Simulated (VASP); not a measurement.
Crystal: MgS.

```
S Mg
1.0
     0.00000    2.60165    2.60165
     2.60165    0.00000    2.60165
     2.60165    2.60165    0.00000
S Mg
1 1
Direct
  0.50000 0.50000 0.50000
  0.00000 0.00000 0.00000
```

Base run:

```yaml
Program: VASP 6.6.1
Functional: B3LYP
Potentials_or_basis: VASP PAW PBE potentials, release 64 (S, Mg)
Cutoff: 520 eV
k_mesh: 5 × 5 × 5
Occupations: fermi-dirac, width 0.05 eV
Spin: no spin polarisation
```

Its results: band gap on the k mesh 4.65 eV (least direct gap 5.33 eV); pressure 1.7 GPa.

Problem. After a change of settings the same cell gave: band gap on the k mesh 4.88 eV (least direct gap 5.44 eV); pressure -2.1 GPa. Which change was it?
A. functional from B3LYP to r2SCAN0; share of exact exchange from 0.2 to 0.25
B. functional from B3LYP to PBEsol-based global hybrid with 25 % exact exchange; share of exact exchange from 0.2 to 0.25
C. functional from B3LYP to PBEsol-based screened hybrid with 25 % exact exchange; share of exact exchange from 0.2 to 0.25

Solution. B.

Caveats: the PAW data sets were made with another functional, which shifts forces and pressure a little; an odd mesh through Γ misses points on the zone boundary, where band edges can lie.
